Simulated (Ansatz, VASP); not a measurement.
One calculation of WSe2, two programs

```
W Se
1.0
     3.32780    0.00000    0.00000
    -1.66390    2.88196    0.00000
     0.00000    0.00000   12.78956
W Se
2 4
Direct
  0.66667 0.33333 0.24998
  0.33333 0.66667 0.75002
  0.33333 0.66667 0.37912
  0.66667 0.33333 0.87916
  0.33333 0.66667 0.12084
  0.66667 0.33333 0.62088
```

Alike in both runs: task single point; functional PBEsol; dispersion D3(BJ); k mesh 12 × 12 × 4; occupations gaussian, width 0.02 eV; no spin polarisation.

|  | VASP | Ansatz |
| --- | --- | --- |
| version | VASP 6.6.1 | Ansatz 0.2.0 |
| potentials or method | VASP PAW PBE potentials, release 64 (W_sv, Se), cutoff 520 eV | scalar-relativistic, plane waves, PAW |
| valence electrons in the cell | 52 | 92 |

```csv
,VASP,Ansatz,Ansatz less VASP
gap on the k mesh at the Fermi level (eV),0.88,0.88,+0.005
least direct gap on the mesh (eV),1.36,1.36,+0.003
pressure (GPa),-5.3,-5.7,-0.39
"traceless stress, the component that is largest in VASP (GPa)",3.00,2.92,-0.085
rms of the force components (eV/Å),0.029,0.002,-0.0271
```

VASP's potentials were made for PBE, not for PBEsol. Atom by atom the forces differ by 0.027 eV/Å (rms over components). VASP's potentials hold 52 valence electrons a cell and Ansatz's 92, so a difference there can come from the potentials and not from the codes.

Spin-orbit coupling is off throughout.
